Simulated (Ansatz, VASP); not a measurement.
# Sn: VASP beside Ansatz

Contents of POSCAR:

```
Sn
1.0
    0.0000000000      3.2456000000      3.2456000000
    3.2456000000      0.0000000000      3.2456000000
    3.2456000000      3.2456000000      0.0000000000
Sn
2
Direct
    0.5000000000      0.5000000000      0.5000000000
    0.7500000000      0.7500000000      0.7500000000
```

INCAR.step1

```
SYSTEM = Sn
PREC = Accurate
ENCUT = 520
ISMEAR = -1
SIGMA = 0.03
LREAL = .FALSE.
LASPH = .TRUE.
NELM = 80
NBANDS = 21
GGA = PE
ALGO = Normal
EDIFF = 1E-4
LWAVE = .TRUE.
LCHARG = .FALSE.
```

File INCAR.step2:

```
SYSTEM = Sn
PREC = Accurate
ENCUT = 520
EDIFF = 1E-8
ISMEAR = -1
SIGMA = 0.03
LREAL = .FALSE.
LASPH = .TRUE.
NELM = 80
ALGO = Normal
ISIF = 2
LWAVE = .FALSE.
LCHARG = .FALSE.
METAGGA = R2SCAN
LMIXTAU = .TRUE.
LEFG = .TRUE.
NBANDS = 21
ISTART = 1
```

KPOINTS

```
Automatic mesh
0
G
  9 9 9
  0 0 0
```

Input for Ansatz:

```yaml
crystal:
  lattice:
    - [0.0, 3.2456, 3.2456]
    - [3.2456, 0.0, 3.2456]
    - [3.2456, 3.2456, 0.0]
  atoms:
    - { symbol: Sn, position: [0.5, 0.5, 0.5] }
    - { symbol: Sn, position: [0.75, 0.75, 0.75] }
kpoints:
  mp_grid: { grid: [9, 9, 9] }
  band_path:
    path:
      - [0.0, 0.0, 0.0]
      - [0.5, 0.0, 0.5]
      - [0.625, 0.25, 0.625]
      - [0.375, 0.375, 0.75]
      - [0.0, 0.0, 0.0]
      - [0.5, 0.5, 0.5]
      - [0.5, 0.25, 0.75]
      - [0.5, 0.0, 0.5]
    npoints: 5
scf:
  occupations: { method: fermi_dirac, width: 0.03 }
hamiltonian:
  xc: r2scan
  pseudopotentials: { kind: paw }
output:
  forces: true
  stress: true
  eigenvalues: true
  efg: { contact_densities: true }
```

Alike in both runs: task electric field gradients; functional r2SCAN; k mesh 9 × 9 × 9; occupations fermi-dirac, width 0.03 eV; no spin polarisation.

|  | VASP | Ansatz |
| --- | --- | --- |
| version | VASP 6.6.1 | Ansatz 0.2.0 |
| potentials or method | VASP PAW PBE potentials, release 64 (Sn_d) | PAW with Ansatz's default frozen-core files, scalar-relativistic |
| plane-wave cutoff (eV) | 520 | 500 |
| valence electrons in the cell | 28 | 28 |

```csv
,VASP,Ansatz,Ansatz less VASP
pressure (GPa),1.6,1.6,+0.03
```

VASP's potentials were made for PBE, not for r2SCAN.
